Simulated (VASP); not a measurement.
# Sn (I4/mmm) in VASP: notebook

Runs on Sn. Level: PBEsol. Tasks: single point.

Everything below comes from runs of VASP 6.6.1. Logs are shortened: lines on timing, memory, paths and dates and some standing lists are left out, and cuts for length are marked.

### Step 1. The cell of the first run

It takes space group I4/mmm (No. 139, tetragonal). Conventional cell: a = 3.486 Å, b = 3.486 Å, c = 3.789 Å, α = 90.00°, β = 90.00°, γ = 90.00°. Within 4.1 Å of Sn (site symmetry 4/mmm) lie 14 Sn at 3.11 to 3.79 Å.

### Step 2. Single point, PBEsol (strain -0.080 along x and y, +0.000 along z)

Contents of INCAR:

```
ALGO     = Fast           # electronic algorithm
EDIFF    = 1E-6           # SCF threshold, eV
ENCUT    = 520            # plane-wave cutoff, eV
GGA      = PS             # functional
ISIF     = 2              # what is computed and relaxed
ISMEAR   = 0              # smearing method
LASPH    = True           # aspherical terms in the spheres
LCHARG   = True           # write CHGCAR
LELF     = True           # ELF
LREAL    = False          # projectors in reciprocal space
LVHAR    = True         
LWAVE    = False          # write WAVECAR
NBANDS   = 13             # bands
NELM     = 80             # most SCF steps
PREC     = Accurate       # precision mode
SIGMA    = 0.15           # smearing width, eV
```

Contents of KPOINTS:

```
k-points
0
Gamma
  18 18 18
```

Contents of POSCAR:

```
Sn
1.0
   -1.7430796737      1.7430796737      1.8946518192
    1.7430796737     -1.7430796737      1.8946518192
    1.7430796737      1.7430796737     -1.8946518192
Sn
1
Direct
    0.0000000000      0.0000000000      0.0000000000
```

Potentials or basis: VASP PAW PBE potentials, release 64 (Sn_d).

Command:

```console
$ cat potpaw_PBE.64/Sn_d/POTCAR > POTCAR
$ mpirun -np 1 vasp_std > vasp.out
```

OUTCAR:

```text
EDIFF = 1E-6
   ENCUT = 520
   GGA = PS
   ISIF = 2
   ISMEAR = 0
   LASPH = True
   LREAL = False
   NELM = 80
   PREC = Accurate

 ion  position               nearest neighbor table
   1  0.000  0.000  0.000-

  LATTYP: Found a body centered tetragonal cell.
 ALAT       =     3.4861593474
 C/A-ratio  =     1.0869565217

  Lattice vectors:

 A1 = (  -1.7430796737,   1.7430796737,   1.8946518192)
 A2 = (   1.7430796737,  -1.7430796737,   1.8946518192)
 A3 = (   1.7430796737,   1.7430796737,  -1.8946518192)

Analysis of symmetry for initial positions (statically):
=====================================================================
 Subroutine PRICEL returns:
 Original cell was already a primitive cell.

 Routine SETGRP: Setting up the symmetry group for a
 body centered tetragonal supercell.

 Subroutine GETGRP returns: Found 16 space group operations
 (whereof 16 operations were pure point group operations)
 out of a pool of 16 trial point group operations.

The static configuration has the point symmetry D_4h.

Analysis of symmetry for dynamics (positions and initial velocities):
=====================================================================
 Subroutine PRICEL returns:
 Original cell was already a primitive cell.

 Routine SETGRP: Setting up the symmetry group for a
 body centered tetragonal supercell.

 Subroutine GETGRP returns: Found 16 space group operations
 (whereof 16 operations were pure point group operations)
 out of a pool of 16 trial point group operations.

The dynamic configuration has the point symmetry D_4h.

 Subroutine INISYM returns: Found 16 space group operations
 (whereof 16 operations are pure point group operations),
 and found     1 'primitive' translations

----------------------------------------------------------------------------------------

                                     Primitive cell

  volume of cell :      23.0263

  direct lattice vectors                    reciprocal lattice vectors
    -1.743079674  1.743079674  1.894651819     0.000000000  0.286848621  0.263900731
     1.743079674 -1.743079674  1.894651819     0.286848621  0.000000000  0.263900731
     1.743079674  1.743079674 -1.894651819     0.286848621  0.286848621  0.000000000

  length of vectors
     3.109076875  3.109076875  3.109076875     0.389776509  0.389776509  0.405665210

  position of ions in fractional coordinates (direct lattice)
     0.000000000  0.000000000  0.000000000

  ion indices of the primitive-cell ions
[... 83 lines left out ...]
   TEBEG  =    0.0;   TEEND  =   0.0 temperature during run
   PSTRESS=    0.0 pullay stress
   NELECT =      14.0000    total number of electrons
   NUPDOWN=      -1.0000    fix difference up-down
   EMIN   =  10.00;   EMAX   =-10.00  energy-range for DOS
   EFERMI =   0.00;   METHOD = LEGACY
   ISMEAR =     0;   SIGMA  =   0.15  broadening in eV -4-tet -1-fermi 0-gaus
   EFERMI_NEDOS =   21; number of points for ismear=-14 and -15
   IALGO  =     68    algorithm
   IMIX   =      4    mixing-type and parameters
     AMIX     =   0.40;   BMIX     =  1.00
     AMIX_MAG =   1.60;   BMIX_MAG =  1.00
  volume/ion in A,a.u.               =      23.03       155.39
  Fermi-wavevector in a.u.,A,eV,Ry     =   1.386893  2.620847 26.170419  1.923472
  Thomas-Fermi vector in A             =   2.511166
   LORBIT       =      0    0 simple, 1 ext, 2 COOP (PROOUT), +10 PAW based schemes
   GGA     = PS    functional components
   LHFCALC =     F    Hartree Fock is set to
   AEXX    =    0.0000 exact exchange contribution
   IVDW    =     0    specifies the selected vdW correction
   LEPSILON=     F    determine dielectric tensor
   LRPA    =     F    only Hartree local field effects (RPA)
 non-spin polarized calculation
 RMM-DIIS sequential band-by-band and
 Gauss-broadening in eV      SIGMA  =   0.15
  energy-cutoff  :      520.00
  volume of cell :       23.03
 maximum number of plane-waves:       639
   NGX = 11   NGY = 11   NGZ = 11

 number of electron      14.0000008 magnetization

 Free energy of the ion-electron system (eV)
  ---------------------------------------------------
  ext. energy  EPLUGINS =         0.00000000
  ---------------------------------------------------
  free energy    TOTEN  =        -4.15068989 eV

  energy without entropy =       -4.14580527  energy(sigma->0) =       -4.14824758

 E-fermi :  10.1074     XC(G=0): -11.3073

 val. band max:       10.1067670620   @ k =  -0.4444  -0.4444   0.4444
 cond. band min:      10.1162545579   @ k =   0.2222   0.1111   0.0556
 fundamental gap:      0.0094874959
 Fermi energy:        10.1073767707

 k-point     1 :       0.0000    0.0000    0.0000
  band No.  band energies     occupation
      1     -11.4909      2.00000
      2     -11.4909      2.00000
      3     -11.4511      2.00000
      4     -11.2910      2.00000
      5     -11.2339      2.00000
      6      -2.3177      2.00000
      7      19.3491      0.00000
      8      19.7512      0.00000
      9      19.7512      0.00000
     10      21.8260      0.00000
     11      23.2312      0.00000
     12      23.2318      0.00000
     13      23.6439      0.00000
[... 354 lines left out ...]
  band No.  band energies     occupation
      1     -11.4949      2.00000
      2     -11.4627      2.00000
      3     -11.3552      2.00000
      4     -11.3003      2.00000
      5     -11.2493      2.00000
      6      -1.3065      2.00000
      7      13.6568      0.00000
      8      16.9987      0.00000
      9      17.9128      0.00000
     10      21.0483      0.00000
     11      21.2253      0.00000
     12      21.9750      0.00000
     13      25.6344      0.00000

 [... further k-points ...]

------------------------ aborting loop because EDIFF is reached ----------------------------------------

  FORCE on cell =-STRESS in cart. coord.  units (eV):
  Direction    XX          YY          ZZ          XY          YZ          ZX
  --------------------------------------------------------------------------------------
  -------------------------------------------------------------------------------------
  Total        1.4139353      1.4139353      1.4159061      0.0000000     -0.0000000      0.0000000
  in kB       98.3821366     98.3821366     98.5192655      0.0000000     -0.0000000      0.0000000
  external PRESSURE =      98.4278462 kB  Pullay stress =       0.0000000 kB

 VOLUME and BASIS-vectors are now :
 -----------------------------------------------------------------------------
  energy-cutoff  :      520.00
  volume of cell :       23.03
      direct lattice vectors                 reciprocal lattice vectors
    -1.743079674  1.743079674  1.894651819     0.000000000  0.286848621  0.263900731
     1.743079674 -1.743079674  1.894651819     0.286848621  0.000000000  0.263900731
     1.743079674  1.743079674 -1.894651819     0.286848621  0.286848621  0.000000000

 POSITION                                       TOTAL-FORCE (eV/Angst)
 -----------------------------------------------------------------------------------
      0.00000      0.00000      0.00000        -0.000000      0.000000      0.000000
 -----------------------------------------------------------------------------------
    total drift:                               -0.000000      0.000000      0.000000

  FREE ENERGIE OF THE ION-ELECTRON SYSTEM (eV)
  ---------------------------------------------------
  free  energy   TOTEN  =        -4.1506898862 eV

  energy  without entropy=       -4.1458052708  energy(sigma->0) =       -4.14824758
```

It took 42 s on 1 thread of Intel Xeon 6975P-C (Granite Rapids), shared host; peak memory 0.23 GiB.

What came out:

```
Free energy            : -4.1507 eV
Pressure               : 9.8 GPa
Band gap on the k mesh : zero (band 7 reaches 19.35 eV, above the bottom of band 8 at 7.15 eV)
```

Caveat: the cell differs from its parent crystal (strain -0.080 along x and y, +0.000 along z); the PAW data sets were made with another functional, which shifts forces and pressure a little; spin-orbit coupling is left out, which moves the levels of the heavy elements.

### Step 3. Single point, PBEsol (strain -0.080 along x and y, +0.040 along z)

Contents of INCAR:

```
ALGO = Fast ; EDIFF = 1E-7
ENCUT = 520 ; GGA = PS
ISIF = 2 ; ISMEAR = 0
LASPH = True ; LCHARG = False
LREAL = False ; LWAVE = False
NBANDS = 13 ; NELM = 60
PREC = Accurate ; SIGMA = 0.15
```

KPOINTS is that of step 2.

Contents of POSCAR:

```
Sn
1.0
   -1.7430796737      1.7430796737      1.9704378920
    1.7430796737     -1.7430796737      1.9704378920
    1.7430796737      1.7430796737     -1.9704378920
Sn
1
Direct
    0.0000000000      0.0000000000      0.0000000000
```

Potentials or basis: VASP PAW PBE potentials, release 64 (Sn_d).

Command:

```console
$ cat potpaw_PBE.64/Sn_d/POTCAR > POTCAR
$ mpirun -np 1 vasp_std > vasp.out
```

It took 42 s on 1 thread of Intel Xeon 6975P-C (Granite Rapids), shared host; peak memory 0.24 GiB.

Results (log left out):

* Free energy: -4.1952 eV
* Pressure: 6.4 GPa
* Band gap on the k mesh: zero (band 7 reaches 18.32 eV, above the bottom of band 8 at 6.81 eV)

Stress tensor (GPa, compression positive):
```
6.75 0.00 0.00
0.00 6.75 0.00
0.00 0.00 5.80
```

Levels at points of the mesh, in eV from the Fermi level:
| k point | band 4 | band 5 | band 6 | band 7 | band 8 | band 9 | band 10 | band 11 |
| --- | --- | --- | --- | --- | --- | --- | --- | --- |
| (0.00, 0.00, 0.00) | -21.41 | -21.35 | -12.12 | 8.73 | 9.16 | 9.16 | 11.40 | 13.01 |
| (0.50, 0.00, 0.00) | -21.35 | -21.26 | -6.85 | -5.26 | 4.71 | 6.59 | 9.49 | 9.50 |
| (0.50, 0.50, 0.00) | -21.33 | -21.23 | -5.97 | -4.86 | 3.05 | 4.37 | 7.44 | 7.47 |
| (0.50, 0.50, 0.50) | -21.26 | -21.26 | -2.30 | -2.20 | 0.25 | 0.25 | 3.82 | 4.47 |

Caveat: the cell differs from its parent crystal (strain -0.080 along x and y, +0.040 along z); the PAW data sets were made with another functional, which shifts forces and pressure a little; spin-orbit coupling is left out, which moves the levels of the heavy elements.

### Step 4. Single point, PBEsol (strain +0.000 along x and y, -0.080 along z)

Contents of INCAR:

```
ALGO = Fast ; EDIFF = 1E-6
ENCUT = 520 ; GGA = PS
ISIF = 2 ; ISMEAR = 0
LASPH = True ; LCHARG = True
LELF = True ; LREAL = False
LVHAR = True ; LWAVE = False
NBANDS = 13 ; NELM = 60
PREC = Accurate ; SIGMA = 0.15
```

KPOINTS is that of step 3.

Contents of POSCAR:

```
Sn
1.0
   -1.8946518192      1.8946518192      1.7430796737
    1.8946518192     -1.8946518192      1.7430796737
    1.8946518192      1.8946518192     -1.7430796737
Sn
1
Direct
    0.0000000000      0.0000000000      0.0000000000
```

Potentials or basis: VASP PAW PBE potentials, release 64 (Sn_d).

Command:

```console
$ cat potpaw_PBE.64/Sn_d/POTCAR > POTCAR
$ mpirun -np 1 vasp_std > vasp.out
```

OUTCAR:

```text
EDIFF = 1E-6
   ENCUT = 520
   GGA = PS
   ISIF = 2
   ISMEAR = 0
   LASPH = True
   LREAL = False
   NELM = 60
   PREC = Accurate

 ion  position               nearest neighbor table
   1  0.000  0.000  0.000-

  LATTYP: Found a body centered tetragonal cell.
 ALAT       =     3.7893036384
 C/A-ratio  =     0.9200000000

  Lattice vectors:

 A1 = (  -1.8946518192,   1.8946518192,   1.7430796737)
 A2 = (   1.8946518192,  -1.8946518192,   1.7430796737)
 A3 = (   1.8946518192,   1.8946518192,  -1.7430796737)
[... 563 lines left out ...]
     13      24.3391      0.00000

 [... further k-points ...]

------------------------ aborting loop because EDIFF is reached ----------------------------------------

  FORCE on cell =-STRESS in cart. coord.  units (eV):
  Direction    XX          YY          ZZ          XY          YZ          ZX
  --------------------------------------------------------------------------------------
  -------------------------------------------------------------------------------------
  Total        0.4673655      0.4673655      0.3873247      0.0000000      0.0000000      0.0000000
  in kB       29.9179077     29.9179077     24.7941765      0.0000000      0.0000000      0.0000000
  external PRESSURE =      28.2099973 kB  Pullay stress =       0.0000000 kB

 VOLUME and BASIS-vectors are now :
 -----------------------------------------------------------------------------
  energy-cutoff  :      520.00
  volume of cell :       25.03
      direct lattice vectors                 reciprocal lattice vectors
    -1.894651819  1.894651819  1.743079674     0.000000000  0.263900731  0.286848621
     1.894651819 -1.894651819  1.743079674     0.263900731  0.000000000  0.286848621
     1.894651819  1.894651819 -1.743079674     0.263900731  0.263900731  0.000000000

 POSITION                                       TOTAL-FORCE (eV/Angst)
 -----------------------------------------------------------------------------------
      0.00000      0.00000      0.00000         0.000000     -0.000000      0.000000
 -----------------------------------------------------------------------------------
    total drift:                                0.000000      0.000000      0.000000

  FREE ENERGIE OF THE ION-ELECTRON SYSTEM (eV)
  ---------------------------------------------------
  free  energy   TOTEN  =        -4.2287506239 eV

  energy  without entropy=       -4.2224780938  energy(sigma->0) =       -4.22561436
```

OSZICAR:

```text
N       E                     dE             d eps       ncg     rms          rms(c)
DAV:   1     0.796790097048E+02    0.79679E+02   -0.71587E+03 12932   0.166E+03
DAV:   2     0.117195261325E+01   -0.78507E+02   -0.75964E+02 13435   0.341E+02
DAV:   3    -0.414644062542E+01   -0.53184E+01   -0.52997E+01 14731   0.718E+01
DAV:   4    -0.424979530396E+01   -0.10335E+00   -0.10333E+00 14691   0.107E+01
DAV:   5    -0.425322837072E+01   -0.34331E-02   -0.34330E-02 15984   0.191E+00    0.158E+00
RMM:   6    -0.423481307566E+01    0.18415E-01   -0.15676E-02 15840   0.169E+00    0.886E-01
RMM:   7    -0.422899405550E+01    0.58190E-02   -0.10990E-02 15663   0.128E+00    0.131E-01
RMM:   8    -0.422871798382E+01    0.27607E-03   -0.10632E-03 17706   0.432E-01    0.341E-02
RMM:   9    -0.422874709202E+01   -0.29108E-04   -0.31636E-04 19627   0.164E-01    0.290E-02
RMM:  10    -0.422874971721E+01   -0.26252E-05   -0.41927E-05 16894   0.948E-02    0.146E-02
RMM:  11    -0.422875010179E+01   -0.38458E-06   -0.21963E-05 18542   0.509E-02    0.333E-03
RMM:  12    -0.422875062388E+01   -0.52209E-06   -0.56629E-06 13576   0.226E-02
   1 F= -.42287506E+01 E0= -.42256144E+01  d E =-.627253E-02
```

Run time: 38 s. Hardware: 1 thread of Intel Xeon 6975P-C (Granite Rapids), shared host; peak memory 0.24 GiB.

Results:

| Quantity | Value |
| --- | --- |
| Free energy | -4.2288 eV |
| Pressure | 2.8 GPa |
| Band gap on the k mesh | zero (band 7 reaches 17.32 eV, above the bottom of band 8 at 6.36 eV) |

Stress tensor (GPa, compression positive):
```
2.99 0.00 0.00
0.00 2.99 0.00
0.00 0.00 2.48
```

Levels at points of the mesh, in eV from the Fermi level:
```tsv
k point	band 3	band 4	band 5	band 6	band 7	band 8	band 9	band 10	band 11	band 12
(0.00, 0.00, 0.00)	-21.51	-21.38	-21.32	-11.75	8.33	8.33	9.22	12.16	12.16	12.21
(0.50, 0.00, 0.00)	-21.36	-21.33	-21.24	-6.30	-4.80	3.54	5.18	8.02	8.10	15.18
(0.50, 0.50, 0.00)	-21.39	-21.36	-21.25	-6.95	-5.05	4.71	6.76	9.41	9.58	14.11
(0.50, 0.50, 0.50)	-21.27	-21.27	-21.25	-2.25	-1.14	-1.14	0.61	3.40	4.51	18.77
```

Caveat: the cell differs from its parent crystal (strain +0.000 along x and y, -0.080 along z); the PAW data sets were made with another functional, which shifts forces and pressure a little; spin-orbit coupling is left out, which moves the levels of the heavy elements.

### Step 5. Single point, PBEsol (strain -0.040 along x and y, +0.040 along z)

Contents of INCAR:

```
PREC     = Accurate       # precision mode
ENCUT    = 520            # plane-wave cutoff, eV
EDIFF    = 1E-6           # SCF threshold, eV
ISMEAR   = 0              # smearing method
SIGMA    = 0.15           # smearing width, eV
LREAL    = False          # projectors in reciprocal space
LASPH    = True           # aspherical terms in the spheres
NELM     = 80             # most SCF steps
ALGO     = Fast           # electronic algorithm
ISIF     = 2              # what is computed and relaxed
LWAVE    = False          # write WAVECAR
LCHARG   = False          # write CHGCAR
GGA      = PS             # functional
NBANDS   = 13             # bands
```

Contents of KPOINTS:

```
Automatic mesh
0
Gamma
  18 18 18
```

Contents of POSCAR:

```
Sn
1.0
   -1.8188657464      1.8188657464      1.9704378920
    1.8188657464     -1.8188657464      1.9704378920
    1.8188657464      1.8188657464     -1.9704378920
Sn
1
Direct
    0.0000000000      0.0000000000      0.0000000000
```

Command:

```console
$ cat potpaw_PBE.64/Sn_d/POTCAR > POTCAR
$ mpirun -np 1 vasp_std > vasp.out
```

Run time: 39 s. Hardware: 1 thread of Intel Xeon 6975P-C (Granite Rapids), shared host; peak memory 0.25 GiB.

Results (log left out):

```
Free energy            : -4.2375 eV
Pressure               : 0.2 GPa
Band gap on the k mesh : zero (band 7 reaches 16.51 eV, above the bottom of band 8 at 5.91 eV)
```

Stress tensor (GPa, compression positive):
```
0.04 0.00 0.00
0.00 0.04 0.00
0.00 0.00 0.66
```

Levels at points of the mesh, in eV from the Fermi level:
| k point | band 4 | band 5 | band 6 | band 7 | band 8 | band 9 | band 10 | band 11 |
| --- | --- | --- | --- | --- | --- | --- | --- | --- |
| (0.00, 0.00, 0.00) | -21.35 | -21.31 | -11.42 | 8.06 | 8.39 | 8.39 | 11.57 | 12.58 |
| (0.50, 0.00, 0.00) | -21.32 | -21.23 | -6.64 | -4.73 | 4.12 | 6.03 | 8.64 | 8.88 |
| (0.50, 0.50, 0.00) | -21.31 | -21.22 | -6.11 | -4.49 | 3.12 | 4.65 | 7.41 | 7.58 |
| (0.50, 0.50, 0.50) | -21.24 | -21.24 | -2.46 | -1.50 | 0.00 | 0.00 | 3.68 | 4.22 |

Caveat: the cell differs from its parent crystal (strain -0.040 along x and y, +0.040 along z); the PAW data sets were made with another functional, which shifts forces and pressure a little; spin-orbit coupling is left out, which moves the levels of the heavy elements.

### Step 6. Summary

| cell | further INCAR settings | gap on the mesh (eV) | pressure (GPa) |
| --- | --- | --- | --- |
| a = 3.109 Å, angles 111.8, 111.8, 104.9°, 1 atom | ALGO = Fast; EDIFF = 1e-06; NBANDS = 13 | none | 9.8 |
| a = 3.156 Å, angles 112.9, 112.9, 102.7°, 1 atom | ALGO = Fast; EDIFF = 1e-07; NBANDS = 13 | none | 6.4 |
| a = 3.197 Å, angles 107.3, 107.3, 113.9°, 1 atom | ALGO = Fast; EDIFF = 1e-06; NBANDS = 13 | none | 2.8 |
| a = 3.240 Å, angles 111.7, 111.7, 105.1°, 1 atom | ALGO = Fast; EDIFF = 1e-06; NBANDS = 13 | none | 0.2 |

Alike in all rows: task single point; level PBEsol; potentials or basis VASP PAW PBE potentials, release 64 (Sn_d); no spin polarisation; k mesh 18 × 18 × 18; cutoff (eV) 520; smearing gaussian 0.15 eV.

Caveats: the PAW data sets were made with another functional, which shifts forces and pressure a little; spin-orbit coupling is left out, which moves the levels of the heavy elements.

Total energies depend on the potentials used, so only differences within one code and one set of settings carry meaning.
